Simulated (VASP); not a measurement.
A run of VASP 6.6.1:

File INCAR:

```
SYSTEM = Ta
ALGO     = Normal         ! electronic algorithm
EDIFF    = 1E-7           ! SCF threshold, eV
EDIFFG   = -0.005         ! ionic threshold
ENCUT    = 600            ! plane-wave cutoff, eV
GGA      = PE             ! functional
IBRION   = 2              ! ionic algorithm
ISIF     = 3              ! what is computed and relaxed
ISMEAR   = -1             ! smearing method
LASPH    = .TRUE.         ! aspherical terms in the spheres
LCHARG   = .FALSE.        ! write CHGCAR
LREAL    = .FALSE.        ! projectors in reciprocal space
LWAVE    = .FALSE.        ! write WAVECAR
NELM     = 80             ! most SCF steps
NSW      = 60             ! ionic steps
PREC     = Accurate       ! precision mode
PSTRESS  = 4800.0       
SIGMA    = 0.08           ! smearing width, eV
```

The input KPOINTS:

```
k-points
0
G
  19 19 10
  0 0 0
```

POSCAR

```
Ta
1.0
    2.3628252064      0.0000000000      0.0000000000
   -1.1814126032      2.0462666535      0.0000000000
    0.0000000000      0.0000000000      3.8277768344
Ta
2
Direct
    0.3333333333      0.6666666667      0.2500000000
    0.6666666667      0.3333333333      0.7500000000
```

Potentials or basis: VASP PAW PBE potentials, release 64 (Ta_pv).

Launch:

```console
$ cat potpaw_PBE.64/Ta_pv/POTCAR > POTCAR
$ mpirun -np 1 vasp_std > vasp.out
```

Hardware: 1 thread of Intel(R) Xeon(R) 6975P-C (Granite Rapids), with other jobs on the host.

**Question.** Estimate the wall time of this run.

**Answer.** It took 3.7 min on 1 thread of Intel(R) Xeon(R) 6975P-C (Granite Rapids) (shared host), peak memory 0.21 GiB. Counts: scf iterations 95, k points 240, ion steps 13.
